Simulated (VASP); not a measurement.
The system is PbS.

```xyz
4
Lattice="4.9971 0.0000 0.0000 -2.4985 4.3276 0.0000 0.0000 0.0000 5.9971" Properties=species:S:1:pos:R:3 pbc="T T T"
Pb    0.0000    2.8851    1.4993
Pb    2.4985    1.4425    4.4978
S     2.4985    1.4425    1.4993
S     0.0000    2.8851    4.4978
```

Base run:

- Program: VASP 6.6.1
- Functional: PBE
- Potentials or basis: VASP PAW PBE potentials, release 64 (Pb_d, S)
- Cutoff: 520 eV
- k mesh: 6 × 6 × 4
- Occupations: gaussian, width 0.01 eV
- Spin: no spin polarisation

Its results: band gap on the k mesh 1.42 eV; pressure 0.7 GPa.

**Question.** The run is repeated on the same cell with these changes: functional from PBE to r2SCAN. What comes out?

**Answer.** Band gap on the k mesh 1.73 eV; pressure 0.0 GPa.

Caveats: spin-orbit coupling is left out, which moves the levels of the heavy elements; the PAW data sets were made with another functional, which shifts forces and pressure a little (at least some runs).

A k mesh can miss the band edges.
